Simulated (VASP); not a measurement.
# Al (Fm-3m) in VASP: further runs

Runs on Al. Level: PBE. Tasks: single point, relaxation of cell and atoms.

Everything below comes from runs of VASP 6.6.1. Logs are shortened: lines on timing, memory, paths and dates and some standing lists are left out, and cuts for length are marked.

## (1) The cell of the first run

Symmetry: Fm-3m, No. 225, cubic system. Conventional cell: a = 4.037 Å, b = 4.037 Å, c = 4.037 Å, α = 90.00°, β = 90.00°, γ = 90.00°. Within 3.8 Å of Al (site symmetry m-3m) lie 12 Al at 2.85 Å.

## (2) Single point, PBE

Contents of INCAR:

```
SYSTEM = Al
ALGO = Normal
EDIFF = 1E-6
ENCUT = 500
GGA = PE
GGA_COMPAT = .FALSE.
ISIF = 2
ISMEAR = 1
LASPH = .TRUE.
LCHARG = .TRUE.
LELF = .TRUE.
LREAL = .FALSE.
LVHAR = .TRUE.
LWAVE = .FALSE.
NBANDS = 8
NELM = 120
PREC = Accurate
SIGMA = 0.1
```

Contents of KPOINTS:

```
k-points
0
G
  14 14 14
  0 0 0
```

Contents of POSCAR:

```
Al
1.0
    2.8542657215      0.0000000000      0.0000000000
    1.4271328607      2.4718666240      0.0000000000
    1.4271328607      0.8239555413      2.3304982027
Al
1
Direct
    0.0000000000      0.0000000000      0.0000000000
```

Potentials or basis: VASP PAW PBE potentials, release 64 (Al).

Launch:

```sh
$ cat potpaw_PBE.64/Al/POTCAR > POTCAR
$ mpirun -np 1 vasp_std > vasp.out
```

OUTCAR:

```text
SYSTEM = Al
   EDIFF = 1E-6
   ENCUT = 500
   GGA = PE
   ISIF = 2
   ISMEAR = 1
   LASPH = .TRUE.
   LREAL = .FALSE.
   NELM = 120
   PREC = Accurate

 ion  position               nearest neighbor table
   1  0.000  0.000  0.000-

  LATTYP: Found a face centered cubic cell.
 ALAT       =     4.0365412940

  Lattice vectors:

 A1 = (   2.8542657215,   0.0000000000,   0.0000000000)
 A2 = (   1.4271328607,   2.4718666240,   0.0000000000)
 A3 = (   1.4271328607,   0.8239555413,   2.3304982027)

Analysis of symmetry for initial positions (statically):
=====================================================================
 Subroutine PRICEL returns:
 Original cell was already a primitive cell.

 Routine SETGRP: Setting up the symmetry group for a
 face centered cubic supercell.

 Subroutine GETGRP returns: Found 48 space group operations
 (whereof 48 operations were pure point group operations)
 out of a pool of 48 trial point group operations.

The static configuration has the point symmetry O_h .

Analysis of symmetry for dynamics (positions and initial velocities):
=====================================================================
 Subroutine PRICEL returns:
 Original cell was already a primitive cell.

 Routine SETGRP: Setting up the symmetry group for a
 face centered cubic supercell.

 Subroutine GETGRP returns: Found 48 space group operations
 (whereof 48 operations were pure point group operations)
 out of a pool of 48 trial point group operations.

The dynamic configuration has the point symmetry O_h .

 Subroutine INISYM returns: Found 48 space group operations
 (whereof 48 operations are pure point group operations),
 and found     1 'primitive' translations

----------------------------------------------------------------------------------------

                                     Primitive cell

  volume of cell :      16.4425

  direct lattice vectors                    reciprocal lattice vectors
     2.854265722  0.000000000  0.000000000     0.350352804 -0.202276286 -0.143030933
     1.427132861  2.471866624  0.000000000     0.000000000  0.404552572 -0.143030933
     1.427132861  0.823955541  2.330498203     0.000000000  0.000000000  0.429092800

  length of vectors
     2.854265722  2.854265722  2.854265721     0.429092800  0.429092800  0.429092800

  position of ions in fractional coordinates (direct lattice)
     0.000000000  0.000000000  0.000000000

  ion indices of the primitive-cell ions
   primitive index   ion index
                 1           1

----------------------------------------------------------------------------------------

 KPOINTS: k-points

Automatic generation of k-mesh.
 Grid dimensions read from file:
 generate k-points for:   14   14   14

 Generating k-lattice:

  Cartesian coordinates                     Fractional coordinates (reciprocal lattice)
     0.025025200 -0.014448306 -0.010216495     0.071428571  0.000000000  0.000000000
     0.000000000  0.028896612 -0.010216495     0.000000000  0.071428571  0.000000000
     0.000000000  0.000000000  0.030649486     0.000000000  0.000000000  0.071428571

  Length of vectors
     0.030649486  0.030649486  0.030649486

  Shift w.r.t. Gamma in fractional coordinates (k-lattice)
     0.000000000  0.000000000  0.000000000

 Subroutine IBZKPT returns following result:
 ===========================================

 Found    104 irreducible k-points:

 Following reciprocal coordinates:
            Coordinates               Weight
  0.000000  0.000000  0.000000      1.000000
  0.071429  0.000000  0.000000      8.000000
  0.142857  0.000000  0.000000      8.000000
  0.214286  0.000000  0.000000      8.000000
  0.285714  0.000000  0.000000      8.000000
  0.357143  0.000000  0.000000      8.000000
[... 16 lines left out ...]
  0.214286  0.142857  0.000000     24.000000
  0.285714  0.142857  0.000000     24.000000
 [... further k-points ...]
   k-points           NKPTS =    104   k-points in BZ     NKDIM =    104   number of bands    NBANDS=      8
   number of dos      NEDOS =    301   number of ions     NIONS =      1
   total plane-waves  NPLWV =  13824
   dimension x,y,z NGX =    24 NGY =   24 NGZ =   24
   dimension x,y,z NGXF=    48 NGYF=   48 NGZF=   48
   ions per type =               1
   NGX,Y,Z   is equivalent  to a cutoff of  13.98, 13.98, 13.98 a.u.
   NGXF,Y,Z  is equivalent  to a cutoff of  27.96, 27.96, 27.96 a.u.
 SYSTEM =  Al
   PREC   = accura    normal or accurate (medium, high low for compatibility)
   ISTART =      0    job   : 0-new  1-cont  2-samecut
   ICHARG =      2    charge: 1-file 2-atom 10-const
   ISPIN  =      1    spin polarized calculation?
   LNONCOLLINEAR =      F non collinear calculations
   LSORBIT =      F    spin-orbit coupling
   LASPH  =      T    aspherical Exc in radial PAW
   ENCUT  =  500.0 eV  36.75 Ry    6.06 a.u.   5.20  5.20  5.20*2*pi/ulx,y,z
   NELM   =    120;   NELMIN=  2; NELMDL= -5     # of ELM steps
   EDIFF  = 0.1E-05   stopping-criterion for ELM
   LREAL  =      F    real-space projection
   EDIFFG = 0.1E-04   stopping-criterion for IOM
   NSW    =      0    number of steps for IOM
   IBRION =     -1    ionic relax: 0-MD 1-quasi-New 2-CG
   NFREE  =      0    steps in history (QN), initial steepest desc. (CG)
   ISIF   =      2    stress and relaxation
   ISYM   =      2    0-nonsym 1-usesym 2-fastsym
   POTIM  = 0.5000    time-step for ionic-motion
   TEBEG  =    0.0;   TEEND  =   0.0 temperature during run
   PSTRESS=    0.0 pullay stress
   NELECT =       3.0000    total number of electrons
   NUPDOWN=      -1.0000    fix difference up-down
   EMIN   =  10.00;   EMAX   =-10.00  energy-range for DOS
   EFERMI =   0.00;   METHOD = LEGACY
   ISMEAR =     1;   SIGMA  =   0.10  broadening in eV -4-tet -1-fermi 0-gaus
   EFERMI_NEDOS =   21; number of points for ismear=-14 and -15
   IALGO  =     38    algorithm
   IMIX   =      4    mixing-type and parameters
     AMIX     =   0.40;   BMIX     =  1.00
     AMIX_MAG =   1.60;   BMIX_MAG =  1.00
  volume/ion in A,a.u.               =      16.44       110.96
  Fermi-wavevector in a.u.,A,eV,Ry     =   0.928523  1.754653 11.730322  0.862154
  Thomas-Fermi vector in A             =   2.054708
   LORBIT       =      0    0 simple, 1 ext, 2 COOP (PROOUT), +10 PAW based schemes
   GGA     = PE    functional components
   LHFCALC =     F    Hartree Fock is set to
   AEXX    =    0.0000 exact exchange contribution
   IVDW    =     0    specifies the selected vdW correction
   LEPSILON=     F    determine dielectric tensor
   LRPA    =     F    only Hartree local field effects (RPA)
 non-spin polarized calculation
 Methfessel and Paxton  Order N= 1 SIGMA  =   0.10
  energy-cutoff  :      500.00
  volume of cell :       16.44
 maximum number of plane-waves:       444
 NGX is ok and might be reduce to    24
   NGX = 11   NGY = 11   NGZ = 11

 number of electron       3.0000000 magnetization

 Free energy of the ion-electron system (eV)
  ---------------------------------------------------
  ext. energy  EPLUGINS =         0.00000000
  ---------------------------------------------------
  free energy    TOTEN  =        -3.73815422 eV

  energy without entropy =       -3.73852749  energy(sigma->0) =       -3.73827864

 E-fermi :   7.9960     XC(G=0): -10.2098

 val. band max:        7.9946847007   @ k =  -0.3571   0.4286   0.2143
 cond. band min:       8.0484925690   @ k =   0.5000   0.2857   0.0000
 fundamental gap:      0.0538078684
 Fermi energy:         7.9959533541

 k-point     1 :       0.0000    0.0000    0.0000
  band No.  band energies     occupation
      1      -3.1225      2.00000
      2      20.6746      0.00000
      3      20.6746      0.00000
      4      20.6746      0.00000
      5      22.1921      0.00000
      6      22.1921      0.00000
      7      22.1921      0.00000
      8      24.5270      0.00000

 k-point     2 :       0.0714    0.0000    0.0000
  band No.  band energies     occupation
      1      -2.9835      2.00000
      2      18.5365      0.00000
      3      20.2210      0.00000
      4      20.2210      0.00000
      5      22.8290      0.00000
      6      22.8606      0.00000
      7      22.8606      0.00000
      8      25.9309      0.00000

 k-point     3 :       0.1429    0.0000    0.0000
  band No.  band energies     occupation
      1      -2.5673      2.00000
      2      15.6454      0.00000
      3      19.5886      0.00000
      4      19.5886      0.00000
      5      22.7360      0.00000
      6      23.9881      0.00000
      7      23.9881      0.00000
      8      25.4586      0.00000

 k-point     4 :       0.2143    0.0000    0.0000
  band No.  band energies     occupation
      1      -1.8764      2.00000
      2      12.8291      0.00000
      3      19.1225      0.00000
      4      19.1225      0.00000
      5      22.5073      0.00000
      6      23.4726      0.00000
      7      23.4726      0.00000
      8      26.1048      0.00000

 k-point     5 :       0.2857    0.0000    0.0000
  band No.  band energies     occupation
      1      -0.9147      2.00000
      2      10.1836      0.00000
      3      18.8716      0.00000
      4      18.8716      0.00000
      5      22.1987      0.00000
      6      22.1987      0.00000
      7      22.3806      0.00000
      8      26.2053      0.00000

 k-point     6 :       0.3571    0.0000    0.0000
  band No.  band energies     occupation
      1       0.3124      2.00000
      2       7.7433      2.00206
      3      18.8481      0.00000
      4      18.8481      0.00000
      5      21.0775      0.00000
      6      21.0775      0.00000
      7      22.4438      0.00000
      8      25.0367      0.00000

 k-point     7 :       0.4286    0.0000    0.0000
  band No.  band energies     occupation
      1       1.7978      2.00000
      2       5.5269      2.00000
      3      19.0560      0.00000
      4      19.0560      0.00000
      5      20.1728      0.00000
      6      20.1728      0.00000
      7      22.7339      0.00000
      8      24.0507      0.00000

 k-point     8 :       0.5000    0.0000    0.0000
  band No.  band energies     occupation
      1       3.4294      2.00000
      2       3.6513      2.00000
      3      19.4821      0.00000
      4      19.4821      0.00000
      5      19.5134      0.00000
      6      19.5134      0.00000
      7      23.1867      0.00000
      8      23.3610      0.00000

 k-point     9 :       0.0714    0.0714   -0.0000
  band No.  band energies     occupation
      1      -2.9372      2.00000
      2      19.2574      0.00000
      3      19.2574      0.00000
      4      19.5377      0.00000
      5      21.7595      0.00000
      6      23.8805      0.00000
      7      23.8805      0.00000
      8      25.4072      0.00000

 k-point    10 :       0.1429    0.0714    0.0000
  band No.  band energies     occupation
      1      -2.6135      2.00000
      2      16.6631      0.00000
      3      18.4686      0.00000
      4      19.6285      0.00000
      5      22.0364      0.00000
      6      23.7070      0.00000
      7      24.2639      0.00000
      8      25.0934      0.00000
[... 78 lines left out ...]
 k-point    18 :      -0.2857    0.0714   -0.0000
  band No.  band energies     occupation
      1      -0.4135      2.00000
      2       9.4525     -0.00000
      3      16.5920      0.00000
      4      20.3164      0.00000
      5      20.5510      0.00000
      6      22.0827      0.00000
      7      23.3073      0.00000
      8      26.9964      0.00000

 k-point    19 :      -0.2143    0.0714   -0.0000
  band No.  band energies     occupation
      1      -1.4634      2.00000
      2      12.0185      0.00000
      3      16.7914      0.00000
      4      20.5646      0.00000
      5      21.7282      0.00000
      6      23.2268      0.00000
      7      23.4699      0.00000
      8      25.3088      0.00000

 k-point    20 :      -0.1429    0.0714   -0.0000
  band No.  band energies     occupation
      1      -2.2444      2.00000
      2      14.7421      0.00000
      3      17.2464      0.00000
      4      20.8967      0.00000
      5      22.8806      0.00000
      6      23.4289      0.00000
      7      23.9972      0.00000
      8      24.7005      0.00000

 k-point    21 :      -0.0714    0.0714   -0.0000
  band No.  band energies     occupation
      1      -2.7521      2.00000
      2      17.3188      0.00000
      3      18.1638      0.00000
      4      21.0350      0.00000
      5      22.4144      0.00000
      6      23.3222      0.00000
      7      24.1217      0.00000
      8      25.1235      0.00000

 k-point    22 :       0.1429    0.1429    0.0000
  band No.  band energies     occupation
      1      -2.3827      2.00000
      2      17.5739      0.00000
      3      17.5739      0.00000
      4      17.7679      0.00000
      5      20.7591      0.00000
      6      21.7689      0.00000
      7      26.3337      0.00000
      8      26.3337      0.00000

 k-point    23 :       0.2143    0.1429    0.0000
  band No.  band energies     occupation
      1      -1.8763      2.00000
      2      15.0150      0.00000
      3      16.9124      0.00000
      4      18.1435      0.00000
      5      19.9759      0.00000
      6      20.9848      0.00000
      7      26.8371      0.00000
      8      27.1477      0.00000

 k-point    24 :       0.2857    0.1429    0.0000
  band No.  band energies     occupation
      1      -1.0974      2.00000
      2      12.3272      0.00000
      3      16.4860      0.00000
      4      18.0119      0.00000
      5      18.4499      0.00000
      6      22.3391      0.00000
      7      26.2617      0.00000
      8      26.8338      0.00000

 [... further k-points ...]
[... 5 lines left out ...]
  --------------------------------------------------------------------------------------
  -------------------------------------------------------------------------------------
  Total       -0.0043964     -0.0043964     -0.0043964      0.0000000      0.0000000      0.0000000
  in kB       -0.4283915     -0.4283915     -0.4283915      0.0000000      0.0000000      0.0000000
  external PRESSURE =      -0.4283915 kB  Pullay stress =       0.0000000 kB

 VOLUME and BASIS-vectors are now :
 -----------------------------------------------------------------------------
  energy-cutoff  :      500.00
  volume of cell :       16.44
      direct lattice vectors                 reciprocal lattice vectors
     2.854265722  0.000000000  0.000000000     0.350352804 -0.202276286 -0.143030933
     1.427132861  2.471866624  0.000000000     0.000000000  0.404552572 -0.143030933
     1.427132861  0.823955541  2.330498203     0.000000000  0.000000000  0.429092800

 POSITION                                       TOTAL-FORCE (eV/Angst)
 -----------------------------------------------------------------------------------
      0.00000      0.00000      0.00000         0.000000      0.000000      0.000000
 -----------------------------------------------------------------------------------
    total drift:                                0.000000     -0.000000     -0.000000

  FREE ENERGIE OF THE ION-ELECTRON SYSTEM (eV)
  ---------------------------------------------------
  free  energy   TOTEN  =        -3.7381542245 eV

  energy  without entropy=       -3.7385274856  energy(sigma->0) =       -3.73827864
```

Wall time 6.1 s (1 thread of Intel Xeon 6975P-C, shared host); peak memory 0.14 GiB.

Results:

```
Free energy : -3.7382 eV
Pressure    : 0.0 GPa
```

[end of part 1 of 2]
